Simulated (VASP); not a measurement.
# BaTiO3 in VASP: a series of runs

BaTiO3 is run at these levels: r2SCAN; tasks: relaxation of cell and atoms, single point.

Program: VASP 6.6.1. These are calculated values, not measurements. Logs are shortened: lines on timing, memory, paths and dates and some standing lists are left out, and cuts for length are marked.

**1. The cell of the first run**

The structure is cubic, space group Pm-3m (No. 221). The conventional cell has a = 3.966 Å, b = 3.966 Å, c = 3.966 Å, α = 90.00°, β = 90.00°, γ = 90.00°. Ba (site symmetry m-3m) has 12 O at 2.80 Å and 8 Ti at 3.43 Å within 3.7 Å. Within 2.6 Å of Ti (site symmetry m-3m) lie 6 O at 1.98 Å. O (site symmetry 4/mmm) has 2 Ti at 1.98 Å within 2.6 Å.

**2. Relaxation of cell and atoms, r2SCAN, target pressure 4 GPa, at which the enthalpy is minimised**

POSCAR reads:

```
BaTiO3
1.0
    3.9657302901      0.0000000000      0.0000000000
    0.0000000000      3.9657302901      0.0000000000
    0.0000000000      0.0000000000      3.9657302901
Ba Ti O
1 1 3
Direct
    0.5000000000      0.5000000000      0.5000000000
    0.0000000000      0.0000000000      0.0000000000
    0.5000000000      0.0000000000      0.0000000000
    0.0000000000      0.5000000000      0.0000000000
    0.0000000000      0.0000000000      0.5000000000
```

INCAR.step1 reads:

```
SYSTEM = BaTiO3
PREC     = Accurate       ! precision mode
ENCUT    = 600            ! plane-wave cutoff, eV
ISMEAR   = 0              ! smearing method
SIGMA    = 0.02           ! smearing width, eV
LREAL    = .FALSE.        ! projectors in reciprocal space
LASPH    = .TRUE.         ! aspherical terms in the spheres
NELM     = 60             ! most SCF steps
GGA      = PE             ! functional
ALGO     = Normal         ! electronic algorithm
EDIFF    = 1E-4           ! SCF threshold, eV
LWAVE    = .TRUE.         ! write WAVECAR
LCHARG   = .FALSE.        ! write CHGCAR
```

INCAR.step2 reads:

```
SYSTEM = BaTiO3
PREC     = Accurate       ! precision mode
ENCUT    = 600            ! plane-wave cutoff, eV
EDIFF    = 1E-6           ! SCF threshold, eV
ISMEAR   = 0              ! smearing method
SIGMA    = 0.02           ! smearing width, eV
LREAL    = .FALSE.        ! projectors in reciprocal space
LASPH    = .TRUE.         ! aspherical terms in the spheres
NELM     = 60             ! most SCF steps
ALGO     = Normal         ! electronic algorithm
ISIF     = 3              ! what is computed and relaxed
LWAVE    = .FALSE.        ! write WAVECAR
LCHARG   = .FALSE.        ! write CHGCAR
METAGGA  = R2SCAN         ! meta-GGA
LMIXTAU  = .TRUE.       
IBRION   = 2              ! ionic algorithm
NSW      = 70             ! ionic steps
EDIFFG   = -0.008         ! ionic threshold
PSTRESS  = 40.0         
ISTART   = 1
```

KPOINTS reads:

```
Automatic mesh
0
G
  8 8 8
  0 0 0
```

Potentials or basis: VASP PAW PBE potentials, release 64 (Ba_sv, Ti_sv, O).

Started as:

```bash
cat potpaw_PBE.64/Ba_sv/POTCAR potpaw_PBE.64/Ti_sv/POTCAR potpaw_PBE.64/O/POTCAR > POTCAR
cp INCAR.step1 INCAR
mpirun -np 1 vasp_std > vasp.out
cp INCAR.step2 INCAR
mpirun -np 1 vasp_std > vasp.out
```

OUTCAR:

```text
SYSTEM = BaTiO3
   PREC = Accurate
   ENCUT = 600
   EDIFF = 1E-6
   ISMEAR = 0
   LREAL = .FALSE.
   LASPH = .TRUE.
   NELM = 60
   ISIF = 3
   METAGGA = R2SCAN
   IBRION = 2
   NSW = 70
   EDIFFG = -0.008
   PSTRESS = 40.0
   ISTART = 1

 ion  position               nearest neighbor table
   1  0.500  0.500  0.500-   3 2.80   4 2.80   5 2.80   3 2.80   4 2.80   3 2.80   5 2.80   3 2.80
                             4 2.80   5 2.80   4 2.80   5 2.80   2 3.43   2 3.43   2 3.43   2 3.43
   2  0.000  0.000  0.000-   3 1.98   4 1.98   5 1.98   5 1.98   4 1.98   3 1.98   1 3.43   1 3.43
                             1 3.43   1 3.43   1 3.43   1 3.43   1 3.43   1 3.43
   3  0.500  0.000  0.000-   2 1.98   2 1.98   1 2.80   1 2.80   1 2.80   1 2.80
   4  0.000  0.500  0.000-   2 1.98   2 1.98   1 2.80   1 2.80   1 2.80   1 2.80
   5  0.000  0.000  0.500-   2 1.98   2 1.98   1 2.80   1 2.80   1 2.80   1 2.80

  LATTYP: Found a simple cubic cell.
 ALAT       =     3.9657302901

  Lattice vectors:

 A1 = (   3.9657302901,   0.0000000000,   0.0000000000)
 A2 = (   0.0000000000,   3.9657302901,   0.0000000000)
 A3 = (   0.0000000000,   0.0000000000,   3.9657302901)

Analysis of symmetry for initial positions (statically):
=====================================================================
 Subroutine PRICEL returns:
 Original cell was already a primitive cell.

 Routine SETGRP: Setting up the symmetry group for a
 simple cubic supercell.

 Subroutine GETGRP returns: Found 48 space group operations
 (whereof 48 operations were pure point group operations)
 out of a pool of 48 trial point group operations.

The static configuration has the point symmetry O_h .

Analysis of symmetry for dynamics (positions and initial velocities):
=====================================================================
 Subroutine PRICEL returns:
 Original cell was already a primitive cell.

 Routine SETGRP: Setting up the symmetry group for a
 simple cubic supercell.

 Subroutine GETGRP returns: Found 48 space group operations
 (whereof 48 operations were pure point group operations)
 out of a pool of 48 trial point group operations.

The dynamic configuration has the point symmetry O_h .

 Subroutine INISYM returns: Found 48 space group operations
 (whereof 48 operations are pure point group operations),
 and found     1 'primitive' translations

----------------------------------------------------------------------------------------

                                     Primitive cell

  volume of cell :      62.3691

  direct lattice vectors                    reciprocal lattice vectors
     3.965730290  0.000000000  0.000000000     0.252160366  0.000000000  0.000000000
     0.000000000  3.965730290  0.000000000     0.000000000  0.252160366  0.000000000
     0.000000000  0.000000000  3.965730290     0.000000000  0.000000000  0.252160366

  length of vectors
     3.965730290  3.965730290  3.965730290     0.252160366  0.252160366  0.252160366

  position of ions in fractional coordinates (direct lattice)
     0.500000000  0.500000000  0.500000000
     0.000000000  0.000000000  0.000000000
     0.500000000  0.000000000  0.000000000
     0.000000000  0.500000000  0.000000000
     0.000000000  0.000000000  0.500000000

  ion indices of the primitive-cell ions
   primitive index   ion index
                 1           1
                 2           2
                 3           3
                 4           4
                 5           5

----------------------------------------------------------------------------------------

 KPOINTS: Automatic mesh

Automatic generation of k-mesh.
 Grid dimensions read from file:
 generate k-points for:    8    8    8

 Generating k-lattice:

  Cartesian coordinates                     Fractional coordinates (reciprocal lattice)
     0.031520046  0.000000000  0.000000000     0.125000000  0.000000000  0.000000000
     0.000000000  0.031520046  0.000000000     0.000000000  0.125000000  0.000000000
     0.000000000  0.000000000  0.031520046     0.000000000  0.000000000  0.125000000

  Length of vectors
     0.031520046  0.031520046  0.031520046

  Shift w.r.t. Gamma in fractional coordinates (k-lattice)
     0.000000000  0.000000000  0.000000000

 Subroutine IBZKPT returns following result:
 ===========================================

 Found     35 irreducible k-points:

 Following reciprocal coordinates:
            Coordinates               Weight
  0.000000  0.000000  0.000000      1.000000
  0.125000  0.000000  0.000000      6.000000
  0.250000  0.000000  0.000000      6.000000
  0.375000  0.000000  0.000000      6.000000
  0.500000  0.000000  0.000000      3.000000
  0.125000  0.125000  0.000000     12.000000
[... 16 lines left out ...]
  0.375000  0.375000  0.125000     24.000000
  0.500000  0.375000  0.125000     24.000000
 [... further k-points ...]
   k-points           NKPTS =     35   k-points in BZ     NKDIM =     35   number of bands    NBANDS=     24
   number of dos      NEDOS =    301   number of ions     NIONS =      5
   total plane-waves  NPLWV =  32768
   dimension x,y,z NGX =    32 NGY =   32 NGZ =   32
   dimension x,y,z NGXF=    64 NGYF=   64 NGZF=   64
   ions per type =               1   1   3
   NGX,Y,Z   is equivalent  to a cutoff of  13.41, 13.41, 13.41 a.u.
   NGXF,Y,Z  is equivalent  to a cutoff of  26.83, 26.83, 26.83 a.u.
 SYSTEM =  BaTiO3
   PREC   = accura    normal or accurate (medium, high low for compatibility)
   ISTART =      1    job   : 0-new  1-cont  2-samecut
   ICHARG =      0    charge: 1-file 2-atom 10-const
   ISPIN  =      1    spin polarized calculation?
   LNONCOLLINEAR =      F non collinear calculations
   LSORBIT =      F    spin-orbit coupling
   LASPH  =      T    aspherical Exc in radial PAW
   ENCUT  =  600.0 eV  44.10 Ry    6.64 a.u.   7.92  7.92  7.92*2*pi/ulx,y,z
   NELM   =     60;   NELMIN=  2; NELMDL=  0     # of ELM steps
   EDIFF  = 0.1E-05   stopping-criterion for ELM
   LREAL  =      F    real-space projection
   EDIFFG = -.8E-02   stopping-criterion for IOM
   NSW    =     70    number of steps for IOM
   IBRION =      2    ionic relax: 0-MD 1-quasi-New 2-CG
   NFREE  =      1    steps in history (QN), initial steepest desc. (CG)
   ISIF   =      3    stress and relaxation
   ISYM   =      2    0-nonsym 1-usesym 2-fastsym
   POTIM  = 0.5000    time-step for ionic-motion
   TEBEG  =    0.0;   TEEND  =   0.0 temperature during run
   PSTRESS=   40.0 pullay stress
   NELECT =      40.0000    total number of electrons
   NUPDOWN=      -1.0000    fix difference up-down
   EMIN   =  10.00;   EMAX   =-10.00  energy-range for DOS
   EFERMI =   0.00;   METHOD = LEGACY
   ISMEAR =     0;   SIGMA  =   0.02  broadening in eV -4-tet -1-fermi 0-gaus
   EFERMI_NEDOS =   21; number of points for ismear=-14 and -15
   IALGO  =     38    algorithm
   IMIX   =      4    mixing-type and parameters
     AMIX     =   0.40;   BMIX     =  1.00
     AMIX_MAG =   1.60;   BMIX_MAG =  1.00
  volume/ion in A,a.u.               =      12.47        84.18
  Fermi-wavevector in a.u.,A,eV,Ry     =   1.411795  2.667906 27.118660  1.993165
  Thomas-Fermi vector in A             =   2.533610
   LORBIT       =      0    0 simple, 1 ext, 2 COOP (PROOUT), +10 PAW based schemes
   METAGGA = R2SCAN    functional components
   LHFCALC =     F    Hartree Fock is set to
   AEXX    =    0.0000 exact exchange contribution
   IVDW    =     0    specifies the selected vdW correction
   LEPSILON=     F    determine dielectric tensor
   LRPA    =     F    only Hartree local field effects (RPA)
 conjugate gradient relaxation of ions
 non-spin polarized calculation
 Gauss-broadening in eV      SIGMA  =   0.02
  energy-cutoff  :      600.00
  volume of cell :       62.37
 maximum number of plane-waves:      2103
 NGX is ok and might be reduce to    32
   NGX = 15   NGY = 15   NGZ = 15

--------------------------------------- Ionic step        1  -------------------------------------------

 number of electron      39.9999979 magnetization

 Free energy of the ion-electron system (eV)
  ---------------------------------------------------
  ext. energy  EPLUGINS =         0.00000000
  ---------------------------------------------------
  free energy    TOTEN  =       -74.20273301 eV

  energy without entropy =      -74.20273301  energy(sigma->0) =      -74.20273301

------------------------ aborting loop because EDIFF is reached ----------------------------------------

  FORCE on cell =-STRESS in cart. coord.  units (eV):
  Direction    XX          YY          ZZ          XY          YZ          ZX
  --------------------------------------------------------------------------------------
  -------------------------------------------------------------------------------------
  Total        2.3570941      2.3570941      2.3570941      0.0000000     -0.0000000     -0.0000000
  in kB       60.5505339     60.5505339     60.5505339      0.0000000     -0.0000000     -0.0000000
  external PRESSURE =      20.5505339 kB  Pullay stress =      40.0000000 kB
[... 67 lines left out ...]
  enthalpy is  TOTEN    =       -72.6434067459 eV   P V=        1.5934442166

--------------------------------------- Ionic step        3  -------------------------------------------

 number of electron      39.9999985 magnetization

 Free energy of the ion-electron system (eV)
  ---------------------------------------------------
  ext. energy  EPLUGINS =         0.00000000
  ---------------------------------------------------
  free energy    TOTEN  =       -74.22289488 eV

  energy without entropy =      -74.22289488  energy(sigma->0) =      -74.22289488

 E-fermi :   3.7713     XC(G=0): -12.0179

 val. band max:        3.6659162385   @ k =   0.5000   0.5000   0.5000
 cond. band min:       5.8426555901   @ k =   0.0000   0.0000   0.0000
 fundamental gap:      2.1767393516
 Fermi energy:         3.7712928665

 k-point     1 :       0.0000    0.0000    0.0000
  band No.  band energies     occupation
      1     -55.1335      2.00000
      2     -30.3024      2.00000
      3     -30.3024      2.00000
      4     -30.3024      2.00000
      5     -21.7648      2.00000
      6     -14.2330      2.00000
[... 637 lines left out ...]
     23       7.9946      0.00000
     24       9.3692      0.00000

 [... further k-points ...]
[... 5 lines left out ...]
  --------------------------------------------------------------------------------------
  -------------------------------------------------------------------------------------
  Total        1.5668744      1.5668744      1.5668744     -0.0000000      0.0000000      0.0000000
  in kB       39.8395006     39.8395006     39.8395006     -0.0000000      0.0000000      0.0000000
  external PRESSURE =      -0.1604994 kB  Pullay stress =      40.0000000 kB
[... 20 lines left out ...]
  FREE ENERGIE OF THE ION-ELECTRON SYSTEM (eV)
  ---------------------------------------------------
  free  energy   TOTEN  =       -74.2228948776 eV

  energy  without entropy=      -74.2228948776  energy(sigma->0) =      -74.22289488

  enthalpy is  TOTEN    =       -72.6497081206 eV   P V=        1.5731867571

 reached required accuracy - stopping structural energy minimisation
```

It took 4.3 min on 1 thread of Intel Xeon Platinum 8488C (Sapphire Rapids), shared host; peak memory 0.24 GiB.

What came out:

```
Free energy                                                : -74.2229 eV
Relaxed volume                                             : 12.60 Å³/atom
Relaxed cell                                               : a = 3.979 Å, b = 3.979 Å, c = 3.979 Å, α = 90.00°, β = 90.00°, γ = 90.00°
Space group after relaxing (to 0.1 Å)                      : Pm-3m (No. 221)
Energy change on relaxing (the run minimises the enthalpy) : -4.0 meV/atom
Ionic steps                                                : 3
Pressure after relaxing                                    : 4.0 GPa
Band gap on the k mesh                                     : 2.18 eV (least direct gap 2.32 eV)
```

Step by step:
```csv
step,energy change (eV),largest force (eV/Å),pressure (GPa),volume (Å³)
1,0.0000,0.0000,6.06,62.37
2,-0.0341,0.0000,1.54,63.82
3,-0.0202,0.0000,3.98,63.01
```

Final structure:
```
CELL_PARAMETERS angstrom
3.97933 0.00000 0.00000
0.00000 3.97933 0.00000
0.00000 0.00000 3.97933
ATOMIC_POSITIONS crystal
Ba 0.50000 0.50000 0.50000
Ti 0.00000 0.00000 0.00000
O 0.50000 0.00000 0.00000
O 0.00000 0.50000 0.00000
O 0.00000 0.00000 0.50000
```

Levels at points of the mesh, in eV from the valence-band top:
| k point | band 17 | band 18 | band 19 | band 20 | band 21 | band 22 | band 23 | band 24 |
| --- | --- | --- | --- | --- | --- | --- | --- | --- |
| (0.00, 0.00, 0.00) | -1.15 | -0.14 | -0.14 | -0.14 | 2.18 | 2.18 | 2.18 | 4.30 |
| (0.50, 0.00, 0.00) | -1.85 | -1.85 | -0.75 | -0.75 | 2.34 | 3.95 | 3.95 | 4.30 |
| (0.50, 0.50, 0.00) | -1.78 | -0.88 | -0.88 | -0.09 | 3.95 | 3.95 | 4.40 | 5.24 |
| (0.50, 0.50, 0.50) | -2.41 | 0.00 | 0.00 | 0.00 | 4.66 | 4.66 | 4.66 | 7.50 |

Caveat: the cell is relaxed towards a set pressure, so the run minimises the enthalpy, not the energy; the PAW data sets were made with another functional, which shifts forces and pressure a little; spin-orbit coupling is left out, which moves the levels of the heavy elements. A k mesh can miss the band edges.

**3. Relaxation of cell and atoms, r2SCAN, target pressure 1 GPa, at which the enthalpy is minimised**

This run uses another cell than the first one, of 12.62 Å³/atom.

Changes to POSCAR since step 2:

```diff
@@ -2,5 +2,5 @@
 1.0
-    3.9657302901      0.0000000000      0.0000000000
-    0.0000000000      3.9657302901      0.0000000000
-    0.0000000000      0.0000000000      3.9657302901
+    3.9810086799      0.0000000000      0.0000000000
+    0.0000000000      3.9810086799      0.0000000000
+    0.0000000000      0.0000000000      3.9810086799
 Ba Ti O
```

INCAR.step1 reads:

```
SYSTEM = BaTiO3
PREC = Accurate
ENCUT = 600
ISMEAR = 0
SIGMA = 0.02
LREAL = .FALSE.
LASPH = .TRUE.
NELM = 100
GGA = PE
ALGO = Normal
EDIFF = 1E-4
LWAVE = .TRUE.
LCHARG = .FALSE.
```

INCAR.step2 reads:

```
SYSTEM = BaTiO3
PREC = Accurate
ENCUT = 600
EDIFF = 1E-6
ISMEAR = 0
SIGMA = 0.02
LREAL = .FALSE.
LASPH = .TRUE.
NELM = 100
ALGO = Normal
ISIF = 3
LWAVE = .FALSE.
LCHARG = .FALSE.
METAGGA = R2SCAN
LMIXTAU = .TRUE.
IBRION = 2
NSW = 70
EDIFFG = -0.008
PSTRESS = 10.0
ISTART = 1
```

KPOINTS is that of step 2.

Potentials or basis: VASP PAW PBE potentials, release 64 (Ba_sv, Ti_sv, O).

Started as:

```bash
cat potpaw_PBE.64/Ba_sv/POTCAR potpaw_PBE.64/Ti_sv/POTCAR potpaw_PBE.64/O/POTCAR > POTCAR
cp INCAR.step1 INCAR
mpirun -np 1 vasp_std > vasp.out
cp INCAR.step2 INCAR
mpirun -np 1 vasp_std > vasp.out
```

It took 4 min on 1 thread of Intel Xeon Platinum 8488C (Sapphire Rapids), shared host; peak memory 0.25 GiB.

Results (log left out):

```
Free energy                                                : -74.2399 eV
Relaxed volume                                             : 12.80 Å³/atom
Relaxed cell                                               : a = 4.000 Å, b = 4.000 Å, c = 4.000 Å, α = 90.00°, β = 90.00°, γ = 90.00°
Space group after relaxing (to 0.1 Å)                      : Pm-3m (No. 221)
Energy change on relaxing (the run minimises the enthalpy) : -2.7 meV/atom
Ionic steps                                                : 3
Pressure after relaxing                                    : 1.0 GPa
Band gap on the k mesh                                     : 2.14 eV (least direct gap 2.29 eV)
```

The path:
| step | energy change (eV) | largest force (eV/Å) | pressure (GPa) | volume (Å³) |
| --- | --- | --- | --- | --- |
| 1 | 0.0000 | 0.0000 | 3.76 | 63.09 |
| 2 | -0.0100 | 0.0000 | -1.97 | 65.10 |
| 3 | -0.0135 | 0.0000 | 1.00 | 64.01 |

Final structure:
```
Ba Ti O
1.0
     4.00026    0.00000    0.00000
     0.00000    4.00026    0.00000
     0.00000    0.00000    4.00026
Ba Ti O
1 1 3
Direct
  0.50000 0.50000 0.50000
  0.00000 0.00000 0.00000
  0.50000 0.00000 0.00000
  0.00000 0.50000 0.00000
  0.00000 0.00000 0.50000
```

Levels at points of the mesh, in eV from the valence-band top:
| k point | band 17 | band 18 | band 19 | band 20 | band 21 | band 22 | band 23 | band 24 |
| --- | --- | --- | --- | --- | --- | --- | --- | --- |
| (0.00, 0.00, 0.00) | -1.13 | -0.15 | -0.15 | -0.15 | 2.14 | 2.14 | 2.14 | 4.18 |
| (0.50, 0.00, 0.00) | -1.83 | -1.83 | -0.75 | -0.75 | 2.29 | 3.86 | 3.86 | 4.19 |
| (0.50, 0.50, 0.00) | -1.78 | -0.89 | -0.89 | -0.09 | 3.87 | 3.87 | 4.31 | 5.10 |
| (0.50, 0.50, 0.50) | -2.42 | 0.00 | 0.00 | 0.00 | 4.55 | 4.55 | 4.55 | 7.42 |

Caveat: the cell is relaxed towards a set pressure, so the run minimises the enthalpy, not the energy; the PAW data sets were made with another functional, which shifts forces and pressure a little; spin-orbit coupling is left out, which moves the levels of the heavy elements. A k mesh can miss the band edges.

(Part 1 of 2 ends here.)
